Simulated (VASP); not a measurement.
# Zn (P6_3/mmc) in VASP: notebook

Zn is run at these levels: LDA; tasks: single point.

Program: VASP 6.6.1. These are calculated values, not measurements. Logs are shortened: lines on timing, memory, paths and dates and some standing lists are left out, and cuts for length are marked.

## Step 1: The cell of the first run

It takes space group P6_3/mmc (No. 194, hexagonal). Conventional cell: a = 2.527 Å, b = 2.527 Å, c = 4.346 Å, α = 90.00°, β = 90.00°, γ = 120.00°. Within 3.3 Å of Zn (site symmetry -6m2) lie 12 Zn at 2.53 to 2.62 Å.

## Step 2: Single point, LDA

INCAR

```
SYSTEM = Zn
  PREC = Accurate
  ENCUT = 520
  EDIFF = 1E-7
  ISMEAR = -1
  SIGMA = 0.05
  LREAL = .FALSE.
  LASPH = .TRUE.
  NELM = 100
  ALGO = Normal
  ISIF = 2
  LWAVE = .FALSE.
  LCHARG = .TRUE.
  LELF = .TRUE.
  LVHAR = .TRUE.
  NBANDS = 19
```

KPOINTS

```
Automatic mesh
0
G
  20 20 10
  0 0 0
```

POSCAR

```
Zn
1.0
    2.5266408887      0.0000000000      0.0000000000
   -1.2633204444      2.1881351959      0.0000000000
    0.0000000000      0.0000000000      4.3462952540
Zn
2
Direct
    0.3333333333      0.6666666667      0.2500000000
    0.6666666667      0.3333333333      0.7500000000
```

Potentials or basis: VASP PAW LDA potentials, release 64 (Zn).

Command:

```
> cat potpaw_LDA.64/Zn/POTCAR > POTCAR
> mpirun -np 1 vasp_std > vasp.out
```

OUTCAR:

```text
SYSTEM = Zn
   PREC = Accurate
   ENCUT = 520
   EDIFF = 1E-7
   ISMEAR = -1
   LREAL = .FALSE.
   LASPH = .TRUE.
   NELM = 100
   ISIF = 2

 ion  position               nearest neighbor table
   1  0.333  0.667  0.250-   2 2.62   2 2.62   2 2.62   2 2.62   2 2.62   2 2.62
   2  0.667  0.333  0.750-   1 2.62   1 2.62   1 2.62   1 2.62   1 2.62   1 2.62

  LATTYP: Found a hexagonal cell.
 ALAT       =     2.5266408887
 C/A-ratio  =     1.7201871756

  Lattice vectors:

 A1 = (   2.5266408887,   0.0000000000,   0.0000000000)
 A2 = (  -1.2633204444,   2.1881351959,   0.0000000000)
 A3 = (   0.0000000000,   0.0000000000,   4.3462952540)

Analysis of symmetry for initial positions (statically):
=====================================================================
 Subroutine PRICEL returns:
 Original cell was already a primitive cell.

 Routine SETGRP: Setting up the symmetry group for a
 hexagonal supercell.

 Subroutine GETGRP returns: Found 24 space group operations
 (whereof 12 operations were pure point group operations)
 out of a pool of 24 trial point group operations.

The static configuration has the point symmetry D_3d.
 The point group associated with its full space group is D_6h.

Analysis of symmetry for dynamics (positions and initial velocities):
=====================================================================
 Subroutine PRICEL returns:
 Original cell was already a primitive cell.

 Routine SETGRP: Setting up the symmetry group for a
 hexagonal supercell.

 Subroutine GETGRP returns: Found 24 space group operations
 (whereof 12 operations were pure point group operations)
 out of a pool of 24 trial point group operations.

The dynamic configuration has the point symmetry D_3d.
 The point group associated with its full space group is D_6h.

 Subroutine INISYM returns: Found 24 space group operations
 (whereof 12 operations are pure point group operations),
 and found     1 'primitive' translations

----------------------------------------------------------------------------------------

                                     Primitive cell

  volume of cell :      24.0291

  direct lattice vectors                    reciprocal lattice vectors
     2.526640889  0.000000000  0.000000000     0.395782402  0.228505076  0.000000000
    -1.263320444  2.188135196  0.000000000     0.000000000  0.457010153  0.000000000
     0.000000000  0.000000000  4.346295254     0.000000000  0.000000000  0.230081010

  length of vectors
     2.526640889  2.526640889  4.346295254     0.457010153  0.457010153  0.230081010

  position of ions in fractional coordinates (direct lattice)
     0.333333333  0.666666667  0.250000000
     0.666666667  0.333333333  0.750000000

  ion indices of the primitive-cell ions
   primitive index   ion index
                 1           1
                 2           2

----------------------------------------------------------------------------------------

 KPOINTS: Automatic mesh

Automatic generation of k-mesh.
 Grid dimensions read from file:
 generate k-points for:   20   20   10

 Generating k-lattice:

  Cartesian coordinates                     Fractional coordinates (reciprocal lattice)
     0.019789120  0.011425254  0.000000000     0.050000000  0.000000000  0.000000000
     0.000000000  0.022850508  0.000000000     0.000000000  0.050000000  0.000000000
     0.000000000  0.000000000  0.023008101     0.000000000  0.000000000  0.100000000

  Length of vectors
     0.022850508  0.022850508  0.023008101

  Shift w.r.t. Gamma in fractional coordinates (k-lattice)
     0.000000000  0.000000000  0.000000000

 Subroutine IBZKPT returns following result:
 ===========================================

 Found    264 irreducible k-points:

 Following reciprocal coordinates:
            Coordinates               Weight
  0.000000  0.000000  0.000000      1.000000
  0.050000 -0.000000  0.000000      6.000000
  0.100000 -0.000000  0.000000      6.000000
  0.150000 -0.000000  0.000000      6.000000
  0.200000 -0.000000  0.000000      6.000000
  0.250000 -0.000000  0.000000      6.000000
[... 16 lines left out ...]
  0.200000  0.100000  0.000000     12.000000
  0.250000  0.100000  0.000000     12.000000
 [... further k-points ...]
   k-points           NKPTS =    264   k-points in BZ     NKDIM =    264   number of bands    NBANDS=     19
   number of dos      NEDOS =    301   number of ions     NIONS =      2
   total plane-waves  NPLWV =  12800
   dimension x,y,z NGX =    20 NGY =   20 NGZ =   32
   dimension x,y,z NGXF=    40 NGYF=   40 NGZF=   64
   ions per type =               2
   NGX,Y,Z   is equivalent  to a cutoff of  13.16, 13.16, 12.24 a.u.
   NGXF,Y,Z  is equivalent  to a cutoff of  26.32, 26.32, 24.48 a.u.
 SYSTEM =  Zn
   PREC   = accura    normal or accurate (medium, high low for compatibility)
   ISTART =      0    job   : 0-new  1-cont  2-samecut
   ICHARG =      2    charge: 1-file 2-atom 10-const
   ISPIN  =      1    spin polarized calculation?
   LNONCOLLINEAR =      F non collinear calculations
   LSORBIT =      F    spin-orbit coupling
   LASPH  =      T    aspherical Exc in radial PAW
   ENCUT  =  520.0 eV  38.22 Ry    6.18 a.u.   4.70  4.70  8.08*2*pi/ulx,y,z
   NELM   =    100;   NELMIN=  2; NELMDL= -5     # of ELM steps
   EDIFF  = 0.1E-06   stopping-criterion for ELM
   LREAL  =      F    real-space projection
   EDIFFG = 0.1E-05   stopping-criterion for IOM
   NSW    =      0    number of steps for IOM
   IBRION =     -1    ionic relax: 0-MD 1-quasi-New 2-CG
   NFREE  =      0    steps in history (QN), initial steepest desc. (CG)
   ISIF   =      2    stress and relaxation
   ISYM   =      2    0-nonsym 1-usesym 2-fastsym
   POTIM  = 0.5000    time-step for ionic-motion
   TEBEG  =    0.0;   TEEND  =   0.0 temperature during run
   PSTRESS=    0.0 pullay stress
   NELECT =      24.0000    total number of electrons
   NUPDOWN=      -1.0000    fix difference up-down
   EMIN   =  10.00;   EMAX   =-10.00  energy-range for DOS
   EFERMI =   0.00;   METHOD = LEGACY
   ISMEAR =    -1;   SIGMA  =   0.05  broadening in eV -4-tet -1-fermi 0-gaus
   EFERMI_NEDOS =   21; number of points for ismear=-14 and -15
   IALGO  =     38    algorithm
   IMIX   =      4    mixing-type and parameters
     AMIX     =   0.40;   BMIX     =  1.00
     AMIX_MAG =   1.60;   BMIX_MAG =  1.00
  volume/ion in A,a.u.               =      12.01        81.08
  Fermi-wavevector in a.u.,A,eV,Ry     =   1.636438  3.092420 36.435450  2.677930
  Thomas-Fermi vector in A             =   2.727745
   LORBIT       =      0    0 simple, 1 ext, 2 COOP (PROOUT), +10 PAW based schemes
   GGA     = CA    functional components
   LHFCALC =     F    Hartree Fock is set to
   AEXX    =    0.0000 exact exchange contribution
   IVDW    =     0    specifies the selected vdW correction
   LEPSILON=     F    determine dielectric tensor
   LRPA    =     F    only Hartree local field effects (RPA)
 non-spin polarized calculation
  energy-cutoff  :      520.00
  volume of cell :       24.03
 maximum number of plane-waves:       665
 NGX is ok and might be reduce to    20
   NGX =  9   NGY =  9   NGZ = 17

 number of electron      23.9999996 magnetization

 Free energy of the ion-electron system (eV)
  ---------------------------------------------------
  ext. energy  EPLUGINS =         0.00000000
  ---------------------------------------------------
  free energy    TOTEN  =        -3.62142300 eV

  energy without entropy =       -3.61947799  energy(sigma->0) =       -3.62045050

 E-fermi :   4.9706     XC(G=0): -13.2095

 val. band max:        4.9282041857   @ k =   0.2500   0.2000   0.1000
 cond. band min:       4.9967574381   @ k =   0.3500   0.3000   0.5000
 fundamental gap:      0.0685532524
 Fermi energy:         4.9706254972

 k-point     1 :       0.0000    0.0000    0.0000
  band No.  band energies     occupation
      1      -7.6516      2.00000
      2      -4.9738      2.00000
      3      -3.8464      2.00000
      4      -3.6592      2.00000
      5      -3.6592      2.00000
      6      -3.5465      2.00000
[... 11 lines left out ...]
     18      25.5117      0.00000
     19      25.5117      0.00000

 k-point     2 :       0.0500   -0.0000    0.0000
  band No.  band energies     occupation
      1      -7.5692      2.00000
      2      -4.9357      2.00000
      3      -3.8464      2.00000
      4      -3.6603      2.00000
      5      -3.6355      2.00000
      6      -3.5570      2.00000
[... 11 lines left out ...]
     18      26.5073      0.00000
     19      26.9621      0.00000

 k-point     3 :       0.1000   -0.0000    0.0000
  band No.  band energies     occupation
      1      -7.3244      2.00000
      2      -4.8290      2.00000
      3      -3.8581      2.00000
      4      -3.6543      2.00000
      5      -3.5784      2.00000
      6      -3.5662      2.00000
[... 11 lines left out ...]
     18      26.5371      0.00000
     19      27.0032      0.00000

 k-point     4 :       0.1500   -0.0000    0.0000
  band No.  band energies     occupation
      1      -6.9261      2.00000
      2      -4.6793      2.00000
      3      -3.8904      2.00000
      4      -3.6688      2.00000
      5      -3.5467      2.00000
      6      -3.4850      2.00000
[... 11 lines left out ...]
     18      24.5488      0.00000
     19      24.9338      0.00000

 k-point     5 :       0.2000   -0.0000    0.0000
  band No.  band energies     occupation
      1      -6.3953      2.00000
      2      -4.5390      2.00000
      3      -3.9078      2.00000
      4      -3.7159      2.00000
      5      -3.7099      2.00000
      6      -3.4299      2.00000
[... 11 lines left out ...]
     18      22.5889      0.00000
     19      25.4258      0.00000
[... 334 lines left out ...]
      2      -4.5936      2.00000
      3      -3.9314      2.00000
      4      -3.6494      2.00000
      5      -3.5874      2.00000
      6      -3.5579      2.00000
[... 11 lines left out ...]
     18      24.5858      0.00000
     19      24.8975      0.00000

 k-point    22 :       0.1500    0.1000    0.0000
  band No.  band energies     occupation
      1      -6.1716      2.00000
      2      -4.4517      2.00000
      3      -3.9842      2.00000
      4      -3.7692      2.00000
      5      -3.6881      2.00000
      6      -3.5059      2.00000
[... 11 lines left out ...]
     18      23.6556      0.00000
     19      23.7027      0.00000

 k-point    23 :       0.2000    0.1000    0.0000
  band No.  band energies     occupation
      1      -5.5732      2.00000
      2      -4.3821      2.00000
      3      -3.9753      2.00000
      4      -3.9729      2.00000
      5      -3.7035      2.00000
      6      -3.5515      2.00000
[... 11 lines left out ...]
     18      22.7927      0.00000
     19      22.8659      0.00000

 k-point    24 :       0.2500    0.1000    0.0000
  band No.  band energies     occupation
      1      -5.0202      2.00000
      2      -4.4165      2.00000
      3      -4.1480      2.00000
      4      -3.8570      2.00000
      5      -3.6669      2.00000
      6      -3.6037      2.00000
[... 11 lines left out ...]
     18      22.0382      0.00000
     19      22.1869      0.00000

 [... further k-points ...]

------------------------ aborting loop because EDIFF is reached ----------------------------------------

  FORCE on cell =-STRESS in cart. coord.  units (eV):
  Direction    XX          YY          ZZ          XY          YZ          ZX
  --------------------------------------------------------------------------------------
  -------------------------------------------------------------------------------------
  Total        2.4224745      2.4224745      2.3757861     -0.0000000      0.0000000      0.0000000
  in kB      161.5224522    161.5224522    158.4094283     -0.0000000      0.0000000      0.0000000
  external PRESSURE =     160.4847776 kB  Pullay stress =       0.0000000 kB

 VOLUME and BASIS-vectors are now :
 -----------------------------------------------------------------------------
  energy-cutoff  :      520.00
  volume of cell :       24.03
      direct lattice vectors                 reciprocal lattice vectors
     2.526640889  0.000000000  0.000000000     0.395782402  0.228505076  0.000000000
    -1.263320444  2.188135196  0.000000000     0.000000000  0.457010153  0.000000000
     0.000000000  0.000000000  4.346295254     0.000000000  0.000000000  0.230081010

 POSITION                                       TOTAL-FORCE (eV/Angst)
 -----------------------------------------------------------------------------------
     -0.00000      1.45876      1.08657         0.000000     -0.000000      0.000000
      1.26332      0.72938      3.25972         0.000000      0.000000      0.000000
 -----------------------------------------------------------------------------------
    total drift:                               -0.000000      0.000000     -0.000000

  FREE ENERGIE OF THE ION-ELECTRON SYSTEM (eV)
  ---------------------------------------------------
  free  energy   TOTEN  =        -3.6214230036 eV

  energy  without entropy=       -3.6194779897  energy(sigma->0) =       -3.62045050
```

Run time: 34 s. Hardware: 1 thread of Intel Xeon 6975P-C (Granite Rapids), shared host; peak memory 0.2 GiB.

What came out:

```yaml
Free_energy: -3.6214 eV
Pressure: 16.0 GPa
Band_gap_on_the_k_mesh: zero (band 12 reaches 6.72 eV, above the bottom of band 13 at 3.01 eV)
```

## Step 3: Single point, LDA

This run uses another cell than the first one, of 12.39 Å³/atom, 1.031 times its volume.

INCAR

```
SYSTEM = Zn
  PREC = Accurate
  ENCUT = 520
  EDIFF = 1E-6
  ISMEAR = -1
  SIGMA = 0.05
  LREAL = .False.
  LASPH = .True.
  NELM = 80
  ALGO = Normal
  ISIF = 2
  LWAVE = .False.
  LCHARG = .False.
  NBANDS = 19
```

KPOINTS

```
regular mesh
0
Gamma
  20 20 10
  0 0 0
```

POSCAR

```
Zn
1.0
    2.5479559743      0.0000000000      0.0000000000
   -1.2739779872      2.2065946015      0.0000000000
    0.0000000000      0.0000000000      4.4058657232
Zn
2
Direct
    0.3333333333      0.6666666667      0.2500000000
    0.6666666667      0.3333333333      0.7500000000
```

Potentials or basis: VASP PAW LDA potentials, release 64 (Zn).

Command:

```
> cat potpaw_LDA.64/Zn/POTCAR > POTCAR
> mpirun -np 1 vasp_std > vasp.out
```

OUTCAR:

```text
SYSTEM = Zn
   PREC = Accurate
   ENCUT = 520
   EDIFF = 1E-6
   ISMEAR = -1
   LREAL = .False.
   LASPH = .True.
   NELM = 80
   ISIF = 2

 ion  position               nearest neighbor table
   1  0.333  0.667  0.250-   2 2.65   2 2.65   2 2.65   2 2.65   2 2.65   2 2.65
   2  0.667  0.333  0.750-   1 2.65   1 2.65   1 2.65   1 2.65   1 2.65   1 2.65

  LATTYP: Found a hexagonal cell.
 ALAT       =     2.5479559743
 C/A-ratio  =     1.7291765508

  Lattice vectors:

 A1 = (   2.5479559743,   0.0000000000,   0.0000000000)
 A2 = (  -1.2739779872,   2.2065946015,   0.0000000000)
 A3 = (   0.0000000000,   0.0000000000,   4.4058657232)

Analysis of symmetry for initial positions (statically):
=====================================================================
 Subroutine PRICEL returns:
 Original cell was already a primitive cell.

 Routine SETGRP: Setting up the symmetry group for a
 hexagonal supercell.

 Subroutine GETGRP returns: Found 24 space group operations
 (whereof 12 operations were pure point group operations)
 out of a pool of 24 trial point group operations.

The static configuration has the point symmetry D_3d.
[... 160 lines left out ...]

  energy without entropy =       -3.68142179  energy(sigma->0) =       -3.68247998

 E-fermi :   4.6564     XC(G=0): -13.0328

 val. band max:        4.6219142812   @ k =   0.3000   0.1500   0.1000
 cond. band min:       4.6582164705   @ k =   0.3000   0.0500   0.0000
 fundamental gap:      0.0363021893
 Fermi energy:         4.6563933169

 k-point     1 :       0.0000    0.0000    0.0000
  band No.  band energies     occupation
      1      -7.6384      2.00000
      2      -5.0732      2.00000
      3      -4.0149      2.00000
      4      -3.8250      2.00000
      5      -3.8250      2.00000
      6      -3.7212      2.00000
[... 505 lines left out ...]
      6      -3.7660      2.00000
[... 11 lines left out ...]
     18      21.3604      0.00000
     19      21.6657      0.00000

 [... further k-points ...]

------------------------ aborting loop because EDIFF is reached ----------------------------------------

  FORCE on cell =-STRESS in cart. coord.  units (eV):
  Direction    XX          YY          ZZ          XY          YZ          ZX
  --------------------------------------------------------------------------------------
  -------------------------------------------------------------------------------------
  Total        1.7065794      1.7065794      1.6674146     -0.0000000     -0.0000000      0.0000000
  in kB      110.3802477    110.3802477    107.8470988     -0.0000000     -0.0000000      0.0000000
  external PRESSURE =     109.5358647 kB  Pullay stress =       0.0000000 kB

 VOLUME and BASIS-vectors are now :
 -----------------------------------------------------------------------------
  energy-cutoff  :      520.00
  volume of cell :       24.77
      direct lattice vectors                 reciprocal lattice vectors
     2.547955974  0.000000000  0.000000000     0.392471460  0.226593503  0.000000000
    -1.273977987  2.206594601  0.000000000     0.000000000  0.453187006  0.000000000
     0.000000000  0.000000000  4.405865723     0.000000000  0.000000000  0.226970149

 POSITION                                       TOTAL-FORCE (eV/Angst)
 -----------------------------------------------------------------------------------
     -0.00000      1.47106      1.10147         0.000000     -0.000000      0.000000
      1.27398      0.73553      3.30440        -0.000000      0.000000      0.000000
 -----------------------------------------------------------------------------------
    total drift:                               -0.000000      0.000000     -0.000000

  FREE ENERGIE OF THE ION-ELECTRON SYSTEM (eV)
  ---------------------------------------------------
  free  energy   TOTEN  =        -3.6835381646 eV

  energy  without entropy=       -3.6814217911  energy(sigma->0) =       -3.68247998
```

OSZICAR:

```text
N       E                     dE             d eps       ncg     rms          rms(c)
DAV:   1     0.109757381308E+03    0.10976E+03   -0.12336E+04 10640   0.212E+03
DAV:   2     0.938468386575E+00   -0.10882E+03   -0.10512E+03 10112   0.301E+02
DAV:   3    -0.404337308127E+01   -0.49818E+01   -0.49605E+01 11089   0.708E+01
DAV:   4    -0.407040296776E+01   -0.27030E-01   -0.27023E-01 10903   0.525E+00
DAV:   5    -0.407043185072E+01   -0.28883E-04   -0.28882E-04 11013   0.157E-01    0.643E+00
DAV:   6    -0.372403969142E+01    0.34639E+00   -0.11104E+00 11219   0.246E+01    0.434E+00
DAV:   7    -0.369533485569E+01    0.28705E-01   -0.48731E-02 12606   0.393E+00    0.212E+00
DAV:   8    -0.368357563728E+01    0.11759E-01   -0.27504E-03 14539   0.828E-01    0.558E-02
DAV:   9    -0.368353561681E+01    0.40020E-04   -0.23690E-04 13474   0.179E-01    0.271E-02
DAV:  10    -0.368353810369E+01   -0.24869E-05   -0.16312E-05 11254   0.370E-02    0.191E-03
DAV:  11    -0.368353816461E+01   -0.60919E-07   -0.56134E-07  6640   0.794E-03
   1 F= -.36835382E+01 E0= -.36824800E+01  d E =-.211637E-02
```

stdout:

```text
POSCAR found type information on POSCAR Zn
 POSCAR found :  1 types and       2 ions
 scaLAPACK will be used
 LDA part: xc-table for (Slater(with rela. corr.)+CA(PZ))
 , standard interpolation
 POSCAR, INCAR and KPOINTS ok, starting setup
 FFT: planning ... GRIDC
 FFT: planning ... GRID_SOFT
 FFT: planning ... GRID
 WAVECAR not read
 entering main loop
```

Run time: 36 s. Hardware: 1 thread of Intel Xeon 6975P-C (Granite Rapids), shared host; peak memory 0.2 GiB.

What came out:

| Item | Value |
| --- | --- |
| Free energy | -3.6835 eV |
| Pressure | 11.0 GPa |
| Band gap on the k mesh | zero (band 12 reaches 6.41 eV, above the bottom of band 13 at 2.60 eV) |

Stress tensor (GPa, compression positive):
```
11.04  0.00  0.00
 0.00 11.04  0.00
 0.00  0.00 10.78
```

[end of part 1 of 2]
